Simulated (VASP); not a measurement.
# Te2Mo (P-6m2) in VASP: single point with PBEsol+D3(BJ)

Aim: the single point of Te2Mo with PBEsol+D3(BJ).

All numbers are computed with VASP 6.6.1; they aren't measurements. Logs are shortened: lines on timing, memory, paths and dates and some standing lists are left out, and cuts for length are marked.

## (1) The cell of the first run

The structure is hexagonal, space group P-6m2 (No. 187). Conventional cell: a = 3.433 Å, b = 3.433 Å, c = 20.770 Å, α = 90.00°, β = 90.00°, γ = 120.00°. Within 3.5 Å of Te (site symmetry 3m) lie 3 Mo at 2.69 Å and 6 Te at 3.43 Å. Within 3.5 Å of Te (site symmetry 3m) lie 3 Mo at 2.69 Å and 6 Te at 3.43 Å. Te (site symmetry 3m) has 3 Mo at 2.69 Å and 6 Te at 3.43 Å within 3.5 Å. Within 3.5 Å of Mo (site symmetry 3m) lie 6 Te at 2.69 Å and 6 Mo at 3.43 Å. Within 3.5 Å of Mo (site symmetry -6m2) lie 6 Te at 2.69 Å and 6 Mo at 3.43 Å.

## (2) Single point, PBEsol+D3(BJ)

The input, INCAR:

```
PREC     = Accurate       # precision mode
ENCUT    = 520            # plane-wave cutoff, eV
EDIFF    = 1E-6           # SCF threshold, eV
ISMEAR   = 0              # smearing method
SIGMA    = 0.02           # smearing width, eV
LREAL    = F              # projectors in reciprocal space
LASPH    = T              # aspherical terms in the spheres
NELM     = 80             # most SCF steps
ALGO     = Normal         # electronic algorithm
ISIF     = 2              # what is computed and relaxed
LWAVE    = F              # write WAVECAR
LCHARG   = T              # write CHGCAR
GGA      = PS             # functional
IVDW     = 12             # dispersion correction
LELF     = T              # ELF
LVHAR    = T            
NBANDS   = 49             # bands
```

The input, KPOINTS:

```
regular mesh
0
Gamma
  12 12 2
```

The input, POSCAR:

```
Te2Mo
1.0
    3.4334342720      0.0000000000      0.0000000000
   -1.7167171360      2.9734413017      0.0000000000
    0.0000000000      0.0000000000     20.7704294686
Te Mo
6 3
Direct
    0.0000000000      0.0000000000      0.9125759363
    0.3333333333      0.6666666667      0.5917818730
    0.3333333333      0.6666666667      0.2333053354
    0.3333333333      0.6666666667      0.7666946646
    0.3333333333      0.6666666667      0.4082181270
    0.0000000000      0.0000000000      0.0874240637
    0.0000000000      0.0000000000      0.6791511892
    0.0000000000      0.0000000000      0.3208488108
    0.3333333333      0.6666666667      0.0000000000
```

Potentials or basis: VASP PAW PBE potentials, release 64 (Te, Mo_sv).

Command:

```sh
> cat potpaw_PBE.64/Te/POTCAR potpaw_PBE.64/Mo_sv/POTCAR > POTCAR
> mpirun -np 1 vasp_std > vasp.out
```

OUTCAR:

```text
PREC = Accurate
   ENCUT = 520
   EDIFF = 1E-6
   ISMEAR = 0
   LREAL = F
   LASPH = T
   NELM = 80
   ISIF = 2
   GGA = PS
   IVDW = 12
 IVDW          = 12

 ion  position               nearest neighbor table
   1  0.000  0.000  0.913-   9 2.69   9 2.69   9 2.69   4 3.62   4 3.62   4 3.62   6 3.63
   2  0.333  0.667  0.592-   7 2.69   7 2.69   7 2.69   4 3.63
   3  0.333  0.667  0.233-   8 2.69   8 2.69   8 2.69   6 3.62   6 3.62   6 3.62   5 3.63
   4  0.333  0.667  0.767-   7 2.69   7 2.69   7 2.69   1 3.62   1 3.62   1 3.62   2 3.63
   5  0.333  0.667  0.408-   8 2.69   8 2.69   8 2.69   3 3.63
   6  0.000  0.000  0.087-   9 2.69   9 2.69   9 2.69   3 3.62   3 3.62   3 3.62   1 3.63
   7  0.000  0.000  0.679-   2 2.69   2 2.69   2 2.69   4 2.69   4 2.69   4 2.69
   8  0.000  0.000  0.321-   5 2.69   5 2.69   5 2.69   3 2.69   3 2.69   3 2.69
   9  0.333  0.667  0.000-   1 2.69   6 2.69   1 2.69   6 2.69   1 2.69   6 2.69

  LATTYP: Found a hexagonal cell.
 ALAT       =     3.4334342720
 C/A-ratio  =     6.0494617992

  Lattice vectors:

 A1 = (   3.4334342720,   0.0000000000,   0.0000000000)
 A2 = (  -1.7167171360,   2.9734413017,   0.0000000000)
 A3 = (   0.0000000000,   0.0000000000,  20.7704294686)

Analysis of symmetry for initial positions (statically):
=====================================================================
 Subroutine PRICEL returns:
 Original cell was already a primitive cell.

 Routine SETGRP: Setting up the symmetry group for a
 hexagonal supercell.

 Subroutine GETGRP returns: Found 12 space group operations
 (whereof 12 operations were pure point group operations)
 out of a pool of 24 trial point group operations.

The static configuration has the point symmetry D_3h.

Analysis of symmetry for dynamics (positions and initial velocities):
=====================================================================
 Subroutine PRICEL returns:
 Original cell was already a primitive cell.

 Routine SETGRP: Setting up the symmetry group for a
 hexagonal supercell.

 Subroutine GETGRP returns: Found 12 space group operations
 (whereof 12 operations were pure point group operations)
 out of a pool of 24 trial point group operations.

The dynamic configuration has the point symmetry D_3h.

 Subroutine INISYM returns: Found 12 space group operations
 (whereof 12 operations are pure point group operations),
 and found     1 'primitive' translations

----------------------------------------------------------------------------------------

                                     Primitive cell

  volume of cell :     212.0477

  direct lattice vectors                    reciprocal lattice vectors
     3.433434272  0.000000000  0.000000000     0.291253573  0.168155329  0.000000000
    -1.716717136  2.973441302  0.000000000     0.000000000  0.336310658  0.000000000
     0.000000000  0.000000000 20.770429469     0.000000000  0.000000000  0.048145369

  length of vectors
     3.433434272  3.433434272 20.770429469     0.336310658  0.336310658  0.048145369

  position of ions in fractional coordinates (direct lattice)
     0.000000000  0.000000000  0.912575936
     0.333333333  0.666666667  0.591781873
     0.333333333  0.666666667  0.233305335
     0.333333333  0.666666667  0.766694665
     0.333333333  0.666666667  0.408218127
     0.000000000  0.000000000  0.087424064
     0.000000000  0.000000000  0.679151189
     0.000000000  0.000000000  0.320848811
     0.333333333  0.666666667  0.000000000

  ion indices of the primitive-cell ions
   primitive index   ion index
                 1           1
                 2           2
                 3           3
                 4           4
                 5           5
                 6           6
                 7           7
                 8           8
                 9           9

----------------------------------------------------------------------------------------

 KPOINTS: regular mesh

Automatic generation of k-mesh.
 Grid dimensions read from file:
 generate k-points for:   12   12    2

 Generating k-lattice:

  Cartesian coordinates                     Fractional coordinates (reciprocal lattice)
     0.024271131  0.014012944  0.000000000     0.083333333  0.000000000  0.000000000
     0.000000000  0.028025888  0.000000000     0.000000000  0.083333333  0.000000000
     0.000000000  0.000000000  0.024072685     0.000000000  0.000000000  0.500000000

  Length of vectors
     0.028025888  0.028025888  0.024072685

  Shift w.r.t. Gamma in fractional coordinates (k-lattice)
     0.000000000  0.000000000  0.000000000

 Subroutine IBZKPT returns following result:
 ===========================================

 Found     38 irreducible k-points:

 Following reciprocal coordinates:
            Coordinates               Weight
  0.000000  0.000000  0.000000      1.000000
  0.083333  0.000000  0.000000      6.000000
  0.166667  0.000000  0.000000      6.000000
  0.250000  0.000000  0.000000      6.000000
  0.333333 -0.000000  0.000000      6.000000
  0.416667  0.000000  0.000000      6.000000
[... 16 lines left out ...]
  0.250000  0.000000  0.500000      6.000000
  0.333333 -0.000000  0.500000      6.000000
 [... further k-points ...]
   k-points           NKPTS =     38   k-points in BZ     NKDIM =     38   number of bands    NBANDS=     49
   number of dos      NEDOS =    301   number of ions     NIONS =      9
   total plane-waves  NPLWV = 125440
   dimension x,y,z NGX =    28 NGY =   28 NGZ =  160
   dimension x,y,z NGXF=    56 NGYF=   56 NGZF=  320
   ions per type =               6   3
   NGX,Y,Z   is equivalent  to a cutoff of  13.56, 13.56, 12.81 a.u.
   NGXF,Y,Z  is equivalent  to a cutoff of  27.12, 27.12, 25.61 a.u.
 SYSTEM =  unknown system
   PREC   = accura    normal or accurate (medium, high low for compatibility)
   ISTART =      0    job   : 0-new  1-cont  2-samecut
   ICHARG =      2    charge: 1-file 2-atom 10-const
   ISPIN  =      1    spin polarized calculation?
   LNONCOLLINEAR =      F non collinear calculations
   LSORBIT =      F    spin-orbit coupling
   LASPH  =      T    aspherical Exc in radial PAW
   ENCUT  =  520.0 eV  38.22 Ry    6.18 a.u.   6.38  6.38 38.62*2*pi/ulx,y,z
   NELM   =     80;   NELMIN=  2; NELMDL= -5     # of ELM steps
   EDIFF  = 0.1E-05   stopping-criterion for ELM
   LREAL  =      F    real-space projection
   EDIFFG = 0.1E-04   stopping-criterion for IOM
   NSW    =      0    number of steps for IOM
   IBRION =     -1    ionic relax: 0-MD 1-quasi-New 2-CG
   NFREE  =      0    steps in history (QN), initial steepest desc. (CG)
   ISIF   =      2    stress and relaxation
   ISYM   =      2    0-nonsym 1-usesym 2-fastsym
   POTIM  = 0.5000    time-step for ionic-motion
   TEBEG  =    0.0;   TEEND  =   0.0 temperature during run
   PSTRESS=    0.0 pullay stress
   NELECT =      78.0000    total number of electrons
   NUPDOWN=      -1.0000    fix difference up-down
   EMIN   =  10.00;   EMAX   =-10.00  energy-range for DOS
   EFERMI =   0.00;   METHOD = LEGACY
   ISMEAR =     0;   SIGMA  =   0.02  broadening in eV -4-tet -1-fermi 0-gaus
   EFERMI_NEDOS =   21; number of points for ismear=-14 and -15
   IALGO  =     38    algorithm
   IMIX   =      4    mixing-type and parameters
     AMIX     =   0.40;   BMIX     =  1.00
     AMIX_MAG =   1.60;   BMIX_MAG =  1.00
  volume/ion in A,a.u.               =      23.56       159.00
  Fermi-wavevector in a.u.,A,eV,Ry     =   1.172992  2.216634 18.720406  1.375911
  Thomas-Fermi vector in A             =   2.309412
   LORBIT       =      0    0 simple, 1 ext, 2 COOP (PROOUT), +10 PAW based schemes
   GGA     = PS    functional components
   LHFCALC =     F    Hartree Fock is set to
   AEXX    =    0.0000 exact exchange contribution
   IVDW    =    12    specifies the selected vdW correction
   LEPSILON=     F    determine dielectric tensor
   LRPA    =     F    only Hartree local field effects (RPA)
 non-spin polarized calculation
 Gauss-broadening in eV      SIGMA  =   0.02
  energy-cutoff  :      520.00
  volume of cell :      212.05
 maximum number of plane-waves:      5757
 NGX is ok and might be reduce to    28
   NGX = 13   NGY = 13   NGZ = 77

 number of electron      78.0000001 magnetization

 Free energy of the ion-electron system (eV)
  ---------------------------------------------------
  ext. energy  EPLUGINS =         0.00000000
  ---------------------------------------------------
  free energy    TOTEN  =       -58.81990821 eV

  energy without entropy =      -58.81990821  energy(sigma->0) =      -58.81990821

 E-fermi :   9.0981     XC(G=0): -10.8513

 val. band max:        8.9708797249   @ k =   0.0833   0.0000   0.0000
 cond. band min:       9.4605214752   @ k =   0.2500   0.1667   0.0000
 fundamental gap:      0.4896417503
 Fermi energy:         9.0981122636

 k-point     1 :       0.0000    0.0000    0.0000
  band No.  band energies     occupation
      1     -51.8540      2.00000
      2     -51.8540      2.00000
      3     -51.8530      2.00000
      4     -26.1057      2.00000
      5     -26.1056      2.00000
      6     -26.0984      2.00000
[... 41 lines left out ...]
     48      12.4518      0.00000
     49      12.4841      0.00000

 k-point     2 :       0.0833    0.0000    0.0000
  band No.  band energies     occupation
      1     -51.8531      2.00000
      2     -51.8531      2.00000
      3     -51.8520      2.00000
      4     -26.1031      2.00000
      5     -26.1031      2.00000
      6     -26.0958      2.00000
[... 41 lines left out ...]
     48      12.0666      0.00000
     49      12.3115      0.00000

 k-point     3 :       0.1667    0.0000    0.0000
  band No.  band energies     occupation
      1     -51.8505      2.00000
      2     -51.8505      2.00000
      3     -51.8495      2.00000
      4     -26.0960      2.00000
      5     -26.0959      2.00000
      6     -26.0887      2.00000
[... 1081 lines left out ...]
     48      11.6635      0.00000
     49      12.0932      0.00000

 k-point    24 :       0.3333   -0.0000    0.5000
  band No.  band energies     occupation
      1     -51.8435      2.00000
      2     -51.8435      2.00000
      3     -51.8424      2.00000
      4     -26.0765      2.00000
      5     -26.0765      2.00000
      6     -26.0692      2.00000
[... 41 lines left out ...]
     48      12.0896      0.00000
     49      12.1889      0.00000

 [... further k-points ...]

------------------------ aborting loop because EDIFF is reached ----------------------------------------

 Edisp (eV)   -4.92171

 E8    (eV) :    -3.3680

  FORCE on cell =-STRESS in cart. coord.  units (eV):
  Direction    XX          YY          ZZ          XY          YZ          ZX
  --------------------------------------------------------------------------------------
  -------------------------------------------------------------------------------------
  Total       0.13800     0.13800     0.29335     0.00000     0.00000     0.00000
  in kB       1.04270     1.04270     2.21647     0.00000     0.00000     0.00000
  external pressure =        1.43 kB  Pullay stress =        0.00 kB

 VOLUME and BASIS-vectors are now :
 -----------------------------------------------------------------------------
  energy-cutoff  :      520.00
  volume of cell :      212.05
      direct lattice vectors                 reciprocal lattice vectors
     3.433434272  0.000000000  0.000000000     0.291253573  0.168155329  0.000000000
    -1.716717136  2.973441302  0.000000000     0.000000000  0.336310658  0.000000000
     0.000000000  0.000000000 20.770429469     0.000000000  0.000000000  0.048145369

 POSITION                                       TOTAL-FORCE (eV/Angst)
 -----------------------------------------------------------------------------------
      0.00000      0.00000     18.95459        -0.000000      0.000000     -0.032732
     -0.00000      1.98229     12.29156         0.000000     -0.000000     -0.030362
     -0.00000      1.98229      4.84585         0.000000      0.000000     -0.033034
     -0.00000      1.98229     15.92458         0.000000      0.000000      0.033034
     -0.00000      1.98229      8.47887         0.000000     -0.000000      0.030362
      0.00000      0.00000      1.81584        -0.000000      0.000000      0.032732
      0.00000      0.00000     14.10626        -0.000000      0.000000      0.000577
      0.00000      0.00000      6.66417        -0.000000      0.000000     -0.000577
     -0.00000      1.98229      0.00000        -0.000000     -0.000000      0.000000
 -----------------------------------------------------------------------------------
    total drift:                                0.000001     -0.000000     -0.000000

  FREE ENERGIE OF THE ION-ELECTRON SYSTEM (eV)
  ---------------------------------------------------
  free  energy   TOTEN  =       -63.7416176468 eV

  energy  without entropy=      -63.7416176468  energy(sigma->0) =      -63.74161765
```

Run time: 10 min. Hardware: 1 thread of AMD EPYC 7R43 (Zen 3), shared host; peak memory 0.49 GiB.

What came out:

```
Free energy                : -63.7416 eV
Pressure                   : 0.1 GPa
Largest force              : 0.033 eV/Å
Band gap on the k mesh     : 0.49 eV, indirect (least direct gap 0.97 eV)
Dispersion energy per atom : -0.547 eV
```

Forces in eV/Å, atoms in the order of the input:
```
Te   0.000  0.000 -0.033
Te   0.000  0.000 -0.030
Te   0.000  0.000 -0.033
Te   0.000  0.000  0.033
Te   0.000  0.000  0.030
Te   0.000  0.000  0.033
Mo   0.000  0.000  0.001
Mo   0.000  0.000 -0.001
Mo   0.000  0.000  0.000
```

Levels at points of the mesh, in eV from the valence-band top:
```tsv
k point	band 37	band 38	band 39	band 40	band 41	band 42
(0.00, 0.00, 0.00)	-0.82	-0.03	-0.03	2.94	2.94	2.99
(0.50, 0.00, 0.00)	-0.69	-0.42	-0.29	1.28	1.29	1.32
(0.00, 0.00, 0.50)	-0.77	-0.03	-0.03	2.93	2.93	3.01
(0.50, 0.00, 0.50)	-0.66	-0.49	-0.25	1.29	1.31	1.36
```

Caveat: the PAW data sets were made with another functional, which shifts forces and pressure a little; spin-orbit coupling is left out, which moves the levels of the heavy elements. A k mesh can miss the band edges.
